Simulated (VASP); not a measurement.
# CdS (P2_1) in VASP: notebook, part 2 of 2

VASP 6.6.1. The steps go on from the part before.

**3. Single point, PBE (strain +0.0375 x Voigt [0, 0, 0, 0, 0, 1])**

Contents of INCAR:

```
SYSTEM = CdS
ALGO = Normal
EDIFF = 1E-6
ENCUT = 520
GGA = PE
ISIF = 2
ISMEAR = 0
LASPH = .TRUE.
LCHARG = .TRUE.
LELF = .TRUE.
LREAL = .FALSE.
LVHAR = .TRUE.
LWAVE = .FALSE.
NBANDS = 26
NELM = 60
PREC = Accurate
SIGMA = 0.05
```

Contents of KPOINTS:

```
k-points
0
G
  12 12 4
  0 0 0
```

Contents of POSCAR:

```
CdS
1.0
    4.1347992034      0.0775274851      0.0000000000
   -2.0002588301      3.5420774072      0.0000000000
    0.0000000000      0.0000000000      6.7490000000
Cd S
2 2
Direct
    0.3333333333      0.6666666667      0.0000000000
    0.6666666667      0.3333333333      0.5000000000
    0.3333333333      0.6666666667      0.3850000000
    0.6666666667      0.3333333333      0.8850000000
```

Potentials or basis: VASP PAW PBE potentials, release 64 (Cd, S).

Started as:

```console
$ cat potpaw_PBE.64/Cd/POTCAR potpaw_PBE.64/S/POTCAR > POTCAR
$ mpirun -np 1 vasp_std > vasp.out
```

It took 11 min on 1 thread of Intel Xeon 8259CL, shared host; peak memory 0.55 GiB.

It converged, with:

- Free energy: -12.2222 eV
- Pressure: 3.0 GPa
- Largest force: 0.411 eV/Å
- Band gap on the k mesh: 1.17 eV, direct

Forces in eV/Å, atoms in the order of the input:
```
Cd  -0.254  0.014  0.281
Cd   0.254 -0.014  0.281
S   -0.299  0.014 -0.281
S    0.299 -0.014 -0.281
```

Stress tensor (GPa, compression positive):
```
 3.81 -1.64  0.00
-1.64  3.73  0.00
 0.00  0.00  1.35
```

Levels at points of the mesh, in eV from the valence-band top:
| k point | band 14 | band 15 | band 16 | band 17 | band 18 | band 19 | band 20 | band 21 | band 22 | band 23 |
| --- | --- | --- | --- | --- | --- | --- | --- | --- | --- | --- |
| (0.00, 0.00, 0.00) | -0.81 | -0.70 | -0.11 | -0.09 | 0.00 | 1.17 | 2.67 | 6.29 | 6.61 | 6.69 |
| (0.50, 0.00, 0.00) | -3.65 | -2.67 | -1.78 | -1.25 | -0.77 | 3.75 | 4.02 | 5.06 | 6.25 | 7.34 |
| (0.00, 0.50, 0.00) | -3.65 | -2.60 | -1.91 | -1.26 | -0.88 | 3.67 | 3.82 | 5.06 | 6.33 | 7.15 |
| (0.50, 0.50, 0.00) | -3.65 | -2.53 | -2.04 | -1.29 | -0.99 | 3.57 | 3.62 | 5.09 | 6.41 | 6.97 |
| (0.00, 0.00, 0.50) | -2.45 | -0.47 | -0.47 | -0.36 | -0.36 | 2.76 | 2.76 | 6.07 | 6.07 | 6.61 |
| (0.50, 0.00, 0.50) | -4.21 | -1.35 | -1.35 | -1.30 | -1.30 | 3.54 | 3.54 | 5.30 | 5.30 | 7.81 |
| (0.00, 0.50, 0.50) | -4.20 | -1.43 | -1.43 | -1.32 | -1.32 | 3.46 | 3.46 | 5.25 | 5.25 | 7.85 |
| (0.50, 0.50, 0.50) | -4.18 | -1.55 | -1.55 | -1.31 | -1.31 | 3.37 | 3.37 | 5.22 | 5.22 | 7.92 |

Caveat: the cell differs from its parent crystal (strain +0.0375 x Voigt [0, 0, 0, 0, 0, 1]).

**4. Single point, PBE (strain +0.0225 x Voigt [0, 0, 0, 0, 0, 1])**

Contents of INCAR:

```
  PREC = Accurate
  ENCUT = 520
  EDIFF = 1E-6
  ISMEAR = 0
  SIGMA = 0.05
  LREAL = False
  LASPH = True
  NELM = 80
  ALGO = Normal
  ISIF = 2
  LWAVE = False
  LCHARG = True
  GGA = PE
  LELF = True
  LVHAR = True
  NBANDS = 26
```

Contents of KPOINTS:

```
regular mesh
0
Gamma
  12 12 4
```

POSCAR: that of step 3 with these lines changed.

```diff
@@ -2,4 +2,4 @@
 1.0
-    4.1347992034      0.0775274851      0.0000000000
-   -2.0002588301      3.5420774072      0.0000000000
+    4.1347992034      0.0465164910      0.0000000000
+   -2.0271151388      3.5575829042      0.0000000000
     0.0000000000      0.0000000000      6.7490000000
```

Potentials or basis: VASP PAW PBE potentials, release 64 (Cd, S).

Started as:

```console
$ cat potpaw_PBE.64/Cd/POTCAR potpaw_PBE.64/S/POTCAR > POTCAR
$ mpirun -np 1 vasp_std > vasp.out
```

OUTCAR:

```text
PREC = Accurate
   ENCUT = 520
   EDIFF = 1E-6
   ISMEAR = 0
   LREAL = False
   LASPH = True
   NELM = 80
   ISIF = 2
   GGA = PE

 ion  position               nearest neighbor table
   1  0.333  0.667  0.000-   4 2.49   4 2.51   4 2.53   3 2.60
   2  0.667  0.333  0.500-   3 2.49   3 2.51   3 2.53   4 2.60
   3  0.333  0.667  0.385-   2 2.49   2 2.51   2 2.53   1 2.60
   4  0.667  0.333  0.885-   1 2.49   1 2.51   1 2.53   2 2.60

  Warning from LATTYP: Monoclinic adjustment (A1->A3, A2->A1, A3->A2)!
[... 893 lines left out ...]
     26      10.3752      0.00000

 [... further k-points ...]
[... 5 lines left out ...]
  --------------------------------------------------------------------------------------
  -------------------------------------------------------------------------------------
  Total        2.3102033      2.2917903      0.8341592     -0.6131460      0.0000000      0.0000000
  in kB       37.0456173     36.7503533     13.3762872     -9.8321959      0.0000000      0.0000000
  external PRESSURE =      29.0574193 kB  Pullay stress =       0.0000000 kB

 VOLUME and BASIS-vectors are now :
 -----------------------------------------------------------------------------
  energy-cutoff  :      520.00
  volume of cell :       99.91
      direct lattice vectors                 reciprocal lattice vectors
     4.134799203  0.046516491  0.000000000     0.240309267  0.136928518  0.000000000
    -2.027115139  3.557582904  0.000000000    -0.003142118  0.279299342  0.000000000
     0.000000000  0.000000000  6.749000000     0.000000000  0.000000000  0.148170099

 POSITION                                       TOTAL-FORCE (eV/Angst)
 -----------------------------------------------------------------------------------
      0.02686      2.38723      0.00000        -0.151940      0.005008      0.273123
      2.08083      1.21687      3.37450         0.151940     -0.005008      0.273123
      0.02686      2.38723      2.59836        -0.178620      0.004961     -0.273123
      2.08083      1.21687      5.97286         0.178620     -0.004961     -0.273123
 -----------------------------------------------------------------------------------
    total drift:                                0.000000     -0.000000     -0.000543

  FREE ENERGIE OF THE ION-ELECTRON SYSTEM (eV)
  ---------------------------------------------------
  free  energy   TOTEN  =       -12.2350076754 eV

  energy  without entropy=      -12.2350076754  energy(sigma->0) =      -12.23500768
```

OSZICAR:

```text
N       E                     dE             d eps       ncg     rms          rms(c)
DAV:   1     0.247880085461E+03    0.24788E+03   -0.17570E+04 11544   0.127E+03
DAV:   2     0.347562211923E+00   -0.24753E+03   -0.23911E+03 12546   0.319E+02
DAV:   3    -0.131828857528E+02   -0.13530E+02   -0.13449E+02 13982   0.748E+01
DAV:   4    -0.133228105932E+02   -0.13992E+00   -0.13980E+00 13096   0.733E+00
DAV:   5    -0.133249729608E+02   -0.21624E-02   -0.21622E-02 13634   0.911E-01    0.114E+01
DAV:   6    -0.122580669757E+02    0.10669E+01   -0.19055E+00 15304   0.143E+01    0.897E+00
DAV:   7    -0.122394684449E+02    0.18599E-01   -0.75118E-01 12106   0.462E+00    0.397E+00
DAV:   8    -0.122358941726E+02    0.35743E-02   -0.91997E-02 12484   0.301E+00    0.561E-01
DAV:   9    -0.122346817818E+02    0.12124E-02   -0.15215E-02 12756   0.154E+00    0.163E-01
DAV:  10    -0.122348494666E+02   -0.16768E-03   -0.12739E-03 12380   0.371E-01    0.114E-01
DAV:  11    -0.122349947947E+02   -0.14533E-03   -0.28569E-04 12822   0.118E-01    0.832E-02
DAV:  12    -0.122350022091E+02   -0.74144E-05   -0.15123E-04 12178   0.929E-02    0.170E-02
DAV:  13    -0.122350069421E+02   -0.47330E-05   -0.17884E-05 13282   0.260E-02    0.573E-03
DAV:  14    -0.122350076754E+02   -0.73334E-06   -0.24102E-06 10240   0.138E-02
   1 F= -.12235008E+02 E0= -.12235008E+02  d E =-.320846E-11
```

Run time: 7.6 min. Hardware: 1 thread of Intel Xeon Platinum 8259CL at 2.50GHz (Skylake/Cascade Lake), shared host; peak memory 0.55 GiB.

Results:

```
Free energy            : -12.2350 eV
Pressure               : 2.9 GPa
Largest force          : 0.326 eV/Å
Band gap on the k mesh : 1.19 eV, direct
```

Forces in eV/Å, atoms in the order of the input:
```
Cd  -0.152  0.005  0.273
Cd   0.152 -0.005  0.273
S   -0.179  0.005 -0.273
S    0.179 -0.005 -0.273
```

Stress tensor (GPa, compression positive):
```
 3.70 -0.98  0.00
-0.98  3.68  0.00
 0.00  0.00  1.34
```

Caveat: the cell differs from its parent crystal (strain +0.0225 x Voigt [0, 0, 0, 0, 0, 1]). A k mesh can miss the band edges.

**5. Summary**

| cell | gap on the mesh (eV) | pressure (GPa) | largest force (eV/Å) |
| --- | --- | --- | --- |
| a = 4.135, b = 4.108, c = 6.749 Å, angles 90.0, 90.0, 119.4°, 4 atoms | 1.21 | 2.9 | 0.30 |
| a = 4.136, b = 4.068, c = 6.749 Å, angles 90.0, 90.0, 118.4°, 4 atoms | 1.17 | 3.0 | 0.41 |
| a = 4.135, b = 4.095, c = 6.749 Å, angles 90.0, 90.0, 119.0°, 4 atoms | 1.19 | 2.9 | 0.33 |

Alike in all rows: task single point; level PBE; potentials or basis VASP PAW PBE potentials, release 64 (Cd, S); no spin polarisation; k mesh 12 × 12 × 4; cutoff (eV) 520; smearing gaussian 0.05 eV.

Absolute energies hang on the potentials; compare differences alone.
